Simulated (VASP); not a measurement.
# Li2S (Immm) in VASP: further runs

Li2S is run at these levels: PBE; tasks: single point.

Everything below comes from runs of VASP 6.6.1. Logs are shortened: lines on timing, memory, paths and dates and some standing lists are left out, and cuts for length are marked.

### 1 The cell of the first run

Symmetry: Immm, No. 71, orthorhombic system. Conventional cell: a = 3.996 Å, b = 4.077 Å, c = 5.708 Å, α = 90.00°, β = 90.00°, γ = 90.00°. Within 3.2 Å of Li (site symmetry mm2) lie 4 S at 2.46 to 2.49 Å and 6 Li at 2.85 Å. S (site symmetry mmm) has 8 Li at 2.46 to 2.49 Å within 3.2 Å.

### 2 Single point, PBE (strain -0.0200 x Voigt [0, 0, 0, 0, 1, 0])

Input file INCAR:

```
SYSTEM = Li2S
PREC = Accurate ; ENCUT = 750
EDIFF = 1E-6 ; ISMEAR = 0
SIGMA = 0.05 ; LREAL = .False.
LASPH = .True. ; NELM = 120
ALGO = Normal ; ISIF = 2
LWAVE = .False. ; LCHARG = .True.
GGA = PE ; LELF = .True.
LVHAR = .True. ; NBANDS = 13
GGA_COMPAT = .False.
```

Input file KPOINTS:

```
Automatic mesh
0
Gamma
  8 8 8
  0 0 0
```

Input file POSCAR:

```
Li2S
1.0
   -0.0285400000      2.8540000000      2.8540000000
    2.8254600000      0.0000000000      2.8254600000
    2.8540000000      2.8540000000     -0.0285400000
Li S
2 1
Direct
    0.2500000000      0.2500000000      0.2500000000
    0.7500000000      0.7500000000      0.7500000000
    0.0000000000      0.0000000000      0.0000000000
```

Potentials or basis: VASP PAW PBE potentials, release 64 (Li_sv, S).

The run is started by

```sh
cat potpaw_PBE.64/Li_sv/POTCAR potpaw_PBE.64/S/POTCAR > POTCAR
mpirun -np 1 vasp_std > vasp.out
```

OUTCAR:

```text
SYSTEM = Li2S
   PREC = Accurate
   ENCUT = 750
   EDIFF = 1E-6
   ISMEAR = 0
   LREAL = .False.
   LASPH = .True.
   NELM = 120
   ISIF = 2
   GGA = PE

 ion  position               nearest neighbor table
   1  0.250  0.250  0.250-   3 2.46   3 2.46   3 2.49   3 2.49
   2  0.750  0.750  0.750-   3 2.46   3 2.46   3 2.49   3 2.49
   3  0.000  0.000  0.000-   2 2.46   1 2.46   2 2.46   1 2.46   2 2.49   1 2.49   2 2.49   1 2.49

  LATTYP: Found a body centered orthorhombic cell.
 ALAT       =     3.9958038519
 B/A-ratio  =     1.0202020202
 C/A-ratio  =     1.4284985479

  Lattice vectors:

 A1 = (   2.8540000000,  -2.8540000000,  -0.0285400000)
 A2 = (  -2.8540000000,  -2.8540000000,   0.0285400000)
 A3 = (   0.0285400000,   2.8540000000,  -2.8540000000)

Analysis of symmetry for initial positions (statically):
=====================================================================
 Subroutine PRICEL returns:
 Original cell was already a primitive cell.

 Routine SETGRP: Setting up the symmetry group for a
 body centered orthorhombic supercell.

 Subroutine GETGRP returns: Found  8 space group operations
 (whereof  8 operations were pure point group operations)
 out of a pool of  8 trial point group operations.

The static configuration has the point symmetry D_2h.

Analysis of symmetry for dynamics (positions and initial velocities):
=====================================================================
 Subroutine PRICEL returns:
 Original cell was already a primitive cell.

 Routine SETGRP: Setting up the symmetry group for a
 body centered orthorhombic supercell.

 Subroutine GETGRP returns: Found  8 space group operations
 (whereof  8 operations were pure point group operations)
 out of a pool of  8 trial point group operations.

The dynamic configuration has the point symmetry D_2h.

 Subroutine INISYM returns: Found  8 space group operations
 (whereof  8 operations are pure point group operations),
 and found     1 'primitive' translations

----------------------------------------------------------------------------------------

                                     Primitive cell

  volume of cell :      46.4888

  direct lattice vectors                    reciprocal lattice vectors
    -0.028540000  2.854000000  2.854000000    -0.173458131  0.175192712  0.173458131
     2.825460000  0.000000000  2.825460000     0.176962335 -0.175192712  0.176962335
     2.854000000  2.854000000 -0.028540000     0.173458131  0.175192712 -0.173458131

  length of vectors
     4.036266410  3.995803852  4.036266410     0.301443083  0.305489480  0.301443083

[... 95 lines left out ...]
   EMIN   =  10.00;   EMAX   =-10.00  energy-range for DOS
   EFERMI =   0.00;   METHOD = LEGACY
   ISMEAR =     0;   SIGMA  =   0.05  broadening in eV -4-tet -1-fermi 0-gaus
   EFERMI_NEDOS =   21; number of points for ismear=-14 and -15
   IALGO  =     38    algorithm
   IMIX   =      4    mixing-type and parameters
     AMIX     =   0.40;   BMIX     =  1.00
     AMIX_MAG =   1.60;   BMIX_MAG =  1.00
  volume/ion in A,a.u.               =      15.50       104.57
  Fermi-wavevector in a.u.,A,eV,Ry     =   1.042363  1.969781 14.783018  1.086521
  Thomas-Fermi vector in A             =   2.177025
   LORBIT       =      0    0 simple, 1 ext, 2 COOP (PROOUT), +10 PAW based schemes
   GGA     = PE    functional components
   LHFCALC =     F    Hartree Fock is set to
   AEXX    =    0.0000 exact exchange contribution
   IVDW    =     0    specifies the selected vdW correction
   LEPSILON=     F    determine dielectric tensor
   LRPA    =     F    only Hartree local field effects (RPA)
 non-spin polarized calculation
 Gauss-broadening in eV      SIGMA  =   0.05
  energy-cutoff  :      750.00
  volume of cell :       46.49
 maximum number of plane-waves:      2185
   NGX = 17   NGY = 17   NGZ = 17

 number of electron      11.9999999 magnetization

 Free energy of the ion-electron system (eV)
  ---------------------------------------------------
  ext. energy  EPLUGINS =         0.00000000
  ---------------------------------------------------
  free energy    TOTEN  =       -11.99298015 eV

  energy without entropy =      -11.99298015  energy(sigma->0) =      -11.99298015

 E-fermi :   1.7908     XC(G=0):  -8.4881

 val. band max:        1.4576875892   @ k =   0.0000   0.0000   0.0000
 cond. band min:       4.8230573416   @ k =   0.5000   0.0000   0.5000
 fundamental gap:      3.3653697524
 Fermi energy:         1.7907963897

 k-point     1 :       0.0000    0.0000    0.0000
  band No.  band energies     occupation
      1     -42.7495      2.00000
      2     -42.7078      2.00000
      3      -9.5800      2.00000
      4       1.4067      2.00000
      5       1.4304      2.00000
      6       1.4577      2.00000
      7       5.6657      0.00000
      8       7.5494      0.00000
      9       7.6698      0.00000
     10       7.7717      0.00000
     11      12.5979      0.00000
     12      12.6019      0.00000
     13      13.8243      0.00000
[... 354 lines left out ...]
  band No.  band energies     occupation
      1     -42.7380      2.00000
      2     -42.7177      2.00000
      3      -9.1883      2.00000
      4      -0.4858      2.00000
      5       0.4229      2.00000
      6       0.4377      2.00000
      7       6.0497      0.00000
      8       8.4777      0.00000
      9       9.5372      0.00000
     10       9.8396      0.00000
     11      11.6567      0.00000
     12      14.1149      0.00000
     13      16.0172      0.00000

 [... further k-points ...]

------------------------ aborting loop because EDIFF is reached ----------------------------------------

  FORCE on cell =-STRESS in cart. coord.  units (eV):
  Direction    XX          YY          ZZ          XY          YZ          ZX
  --------------------------------------------------------------------------------------
  -------------------------------------------------------------------------------------
  Total       -0.0449348     -0.0465759     -0.0449348      0.0000000      0.0000000      0.2051041
  in kB       -1.5486197     -1.6051789     -1.5486197      0.0000000      0.0000000      7.0686497
  external PRESSURE =      -1.5674728 kB  Pullay stress =       0.0000000 kB

 VOLUME and BASIS-vectors are now :
 -----------------------------------------------------------------------------
  energy-cutoff  :      750.00
  volume of cell :       46.49
      direct lattice vectors                 reciprocal lattice vectors
    -0.028540000  2.854000000  2.854000000    -0.173458131  0.175192712  0.173458131
     2.825460000  0.000000000  2.825460000     0.176962335 -0.175192712  0.176962335
     2.854000000  2.854000000 -0.028540000     0.173458131  0.175192712 -0.173458131

 POSITION                                       TOTAL-FORCE (eV/Angst)
 -----------------------------------------------------------------------------------
      1.41273      1.42700      1.41273         0.000000      0.020876      0.000000
      4.23819      4.28100      4.23819        -0.000000     -0.020876     -0.000000
      0.00000      0.00000      0.00000         0.000000      0.000000     -0.000000
 -----------------------------------------------------------------------------------
    total drift:                                0.000000      0.000000      0.000000

  FREE ENERGIE OF THE ION-ELECTRON SYSTEM (eV)
  ---------------------------------------------------
  free  energy   TOTEN  =       -11.9929801542 eV

  energy  without entropy=      -11.9929801542  energy(sigma->0) =      -11.99298015
```

OSZICAR:

```text
N       E                     dE             d eps       ncg     rms          rms(c)
DAV:   1     0.538624892963E+02    0.53862E+02   -0.65110E+03  2470   0.116E+03
DAV:   2    -0.446498865505E+01   -0.58327E+02   -0.55349E+02  3025   0.224E+02
DAV:   3    -0.120860670480E+02   -0.76211E+01   -0.75718E+01  4722   0.521E+01
DAV:   4    -0.122920605385E+02   -0.20599E+00   -0.20592E+00  3306   0.114E+01
DAV:   5    -0.122973004816E+02   -0.52399E-02   -0.52398E-02  3928   0.149E+00    0.386E+00
DAV:   6    -0.119977456275E+02    0.29955E+00   -0.51175E-01  2988   0.285E+00    0.289E+00
DAV:   7    -0.119821241482E+02    0.15621E-01   -0.13649E-01  3475   0.166E+00    0.179E+00
DAV:   8    -0.119933718535E+02   -0.11248E-01   -0.28971E-02  3171   0.939E-01    0.776E-01
DAV:   9    -0.119928089265E+02    0.56293E-03   -0.94044E-04  3436   0.184E-01    0.480E-01
DAV:  10    -0.119930079738E+02   -0.19905E-03   -0.15850E-03  2820   0.194E-01    0.276E-01
DAV:  11    -0.119929779222E+02    0.30052E-04   -0.10466E-04  3571   0.659E-02    0.980E-02
DAV:  12    -0.119929796133E+02   -0.16911E-05   -0.29936E-06  3183   0.132E-02    0.693E-02
DAV:  13    -0.119929801409E+02   -0.52767E-06   -0.11376E-05  3146   0.162E-02    0.348E-03
DAV:  14    -0.119929801542E+02   -0.13227E-07   -0.42924E-07  2260   0.581E-03
   1 F= -.11992980E+02 E0= -.11992980E+02  d E =-.291991E-23
```

Wall time 40 s (1 thread of Intel Xeon 6975P-C (Granite Rapids), shared host); peak memory 0.24 GiB.

What came out:

| Quantity | Value |
| --- | --- |
| Free energy | -11.9930 eV |
| Pressure | -0.2 GPa |
| Largest force | 0.021 eV/Å |
| Band gap on the k mesh | 3.37 eV (least direct gap 4.21 eV) |

Forces on the atoms (eV/Å):
```
Li   0.000  0.021  0.000
Li   0.000 -0.021  0.000
S    0.000  0.000  0.000
```

Levels at points of the mesh, in eV from the valence-band top:
| k point | band 4 | band 5 | band 6 | band 7 | band 8 | band 9 |
| --- | --- | --- | --- | --- | --- | --- |
| (0.00, 0.00, 0.00) | -0.05 | -0.03 | 0.00 | 4.21 | 6.09 | 6.21 |
| (0.50, 0.00, 0.00) | -2.88 | -0.51 | -0.50 | 6.07 | 6.54 | 6.64 |
| (0.00, 0.50, 0.00) | -2.88 | -0.56 | -0.55 | 6.03 | 6.46 | 6.56 |
| (0.50, 0.50, 0.00) | -2.18 | -1.43 | -1.43 | 3.37 | 7.04 | 11.00 |
| (0.50, 0.00, 0.50) | -2.18 | -1.50 | -1.37 | 3.37 | 7.05 | 10.97 |

Caveat: the cell differs from its parent crystal (strain -0.0200 x Voigt [0, 0, 0, 0, 1, 0]). A k mesh can miss the band edges.

### 3 Single point, PBE (strain +0.0150 x Voigt [0, 0, 0, 0, 1, 0])

Input file INCAR:

```
SYSTEM = Li2S
ALGO = Normal
EDIFF = 1E-6
ENCUT = 750
GGA = PE
GGA_COMPAT = .False.
ISIF = 2
ISMEAR = 0
LASPH = .True.
LCHARG = .True.
LELF = .True.
LREAL = .False.
LVHAR = .True.
LWAVE = .False.
NBANDS = 13
NELM = 120
PREC = Accurate
SIGMA = 0.05
```

Input file KPOINTS:

```
k-points
0
Gamma
  8 8 8
  0 0 0
```

Input file POSCAR:

```
Li2S
1.0
    0.0214050000      2.8540000000      2.8540000000
    2.8754050000      0.0000000000      2.8754050000
    2.8540000000      2.8540000000      0.0214050000
Li S
2 1
Direct
    0.2500000000      0.2500000000      0.2500000000
    0.7500000000      0.7500000000      0.7500000000
    0.0000000000      0.0000000000      0.0000000000
```

Potentials or basis: VASP PAW PBE potentials, release 64 (Li_sv, S).

The run is started by

```sh
cat potpaw_PBE.64/Li_sv/POTCAR potpaw_PBE.64/S/POTCAR > POTCAR
mpirun -np 1 vasp_std > vasp.out
```

It took 38 s on 1 thread of Intel Xeon 6975P-C (Granite Rapids), shared host; peak memory 0.25 GiB.

The run converged. Its results:

```yaml
Free_energy: -11.9939 eV
Pressure: -0.2 GPa
Largest_force: 0.016 eV/Å
Band_gap_on_the_k_mesh: 3.37 eV (least direct gap 4.22 eV)
```

Forces in eV/Å, atoms in the order of the input:
```
Li   0.000 -0.016  0.000
Li   0.000  0.016  0.000
S    0.000  0.000  0.000
```

Stress tensor (GPa, compression positive):
```
-0.16  0.00 -0.53
 0.00 -0.17  0.00
-0.53  0.00 -0.16
```

Levels at points of the mesh, in eV from the valence-band top:
| k point | band 2 | band 3 | band 4 | band 5 | band 6 | band 7 | band 8 | band 9 | band 10 | band 11 |
| --- | --- | --- | --- | --- | --- | --- | --- | --- | --- | --- |
| (0.00, 0.00, 0.00) | -44.16 | -11.03 | -0.04 | -0.02 | 0.00 | 4.22 | 6.13 | 6.21 | 6.29 | 11.15 |
| (0.50, 0.00, 0.00) | -44.18 | -10.59 | -2.88 | -0.54 | -0.54 | 6.04 | 6.49 | 6.56 | 8.38 | 12.67 |
| (0.00, 0.50, 0.00) | -44.18 | -10.61 | -2.88 | -0.51 | -0.50 | 6.07 | 6.55 | 6.62 | 8.36 | 12.64 |
| (0.50, 0.50, 0.00) | -44.17 | -10.48 | -2.18 | -1.43 | -1.43 | 3.37 | 7.05 | 11.02 | 11.03 | 12.04 |
| (0.50, 0.00, 0.50) | -44.17 | -10.48 | -2.17 | -1.48 | -1.38 | 3.37 | 7.05 | 10.99 | 11.08 | 12.02 |

Caveat: the cell differs from its parent crystal (strain +0.0150 x Voigt [0, 0, 0, 0, 1, 0]). A k mesh can miss the band edges.
